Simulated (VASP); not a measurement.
Write the native input for VASP 6.6.1 that does the following.

```
Task                   : single point
Functional             : r2SCAN
Potentials or basis    : VASP PAW PBE potentials, release 64 (B_h, N_h)
Cutoff                 : 1460 eV
k mesh                 : 12 × 12 × 6
Occupations            : gaussian, width 0.01 eV
Spin                   : no spin polarisation
Dipole correction      : no
Further INCAR settings : ALGO = Normal; EDIFF = 1e-06; NBANDS = 16
```

BN:

```xyz
4
Lattice="2.5433 0.0000 0.0000 -1.2717 2.2026 0.0000 0.0000 0.0000 4.2069" Properties=species:S:1:pos:R:3 pbc="T T T"
B     0.0000    1.4684   -0.1595
B     1.2717    0.7342    1.9439
N     0.0000    1.4684    1.7329
N     1.2717    0.7342    3.8363
```

This cell differs from its parent crystal: atoms moved along the polar distortion.

The input as run:

POSCAR

```
BN
1.0
    2.5433243829      0.0000000000      0.0000000000
   -1.2716621915      2.2025835257      0.0000000000
    0.0000000000      0.0000000000      4.2068547497
B N
2 2
Direct
    0.3333333333      0.6666666667     -0.0379212392
    0.6666666667      0.3333333333      0.4620787608
    0.3333333333      0.6666666667      0.4119212392
    0.6666666667      0.3333333333      0.9119212392
```

INCAR.step1

```
PREC = Accurate ; ENCUT = 1460
ISMEAR = 0 ; SIGMA = 0.01
LREAL = False ; LASPH = True
NELM = 120 ; NBANDS = 16
GGA = PE ; ALGO = Normal
EDIFF = 1E-5 ; LWAVE = True
LCHARG = False ; GGA_COMPAT = False
```

INCAR.step2

```
PREC = Accurate ; ENCUT = 1460
EDIFF = 1E-6 ; ISMEAR = 0
SIGMA = 0.01 ; LREAL = False
LASPH = True ; NELM = 120
ALGO = Normal ; ISIF = 2
LWAVE = False ; LCHARG = True
METAGGA = R2SCAN ; LMIXTAU = True
LELF = True ; LVHAR = True
NBANDS = 16 ; ISTART = 1
GGA_COMPAT = False
```

KPOINTS

```
regular mesh
0
Gamma
  12 12 6
```

Potentials or basis: VASP PAW PBE potentials, release 64 (B_h, N_h).

Launch:

```bash
$ cat potpaw_PBE.64/B_h/POTCAR potpaw_PBE.64/N_h/POTCAR > POTCAR
$ cp INCAR.step1 INCAR
$ mpirun -np 1 vasp_std > vasp.out
$ cp INCAR.step2 INCAR
$ mpirun -np 1 vasp_std > vasp.out
```

Results of the run:

```json
{"Pressure": "18.7 GPa", "Largest force": "2.462 eV/Å", "Band gap on the k mesh": "4.40 eV (least direct gap 7.01 eV)"}
```

Caveat: the cell differs from its parent crystal (atoms moved along the polar distortion); the stress differs along the axes, from 3 to 50 GPa; the PAW data sets were made with another functional, which shifts forces and pressure a little.

Run time: 13 min on 1 thread of AMD EPYC 7571 (shared host), peak memory 0.27 GiB.
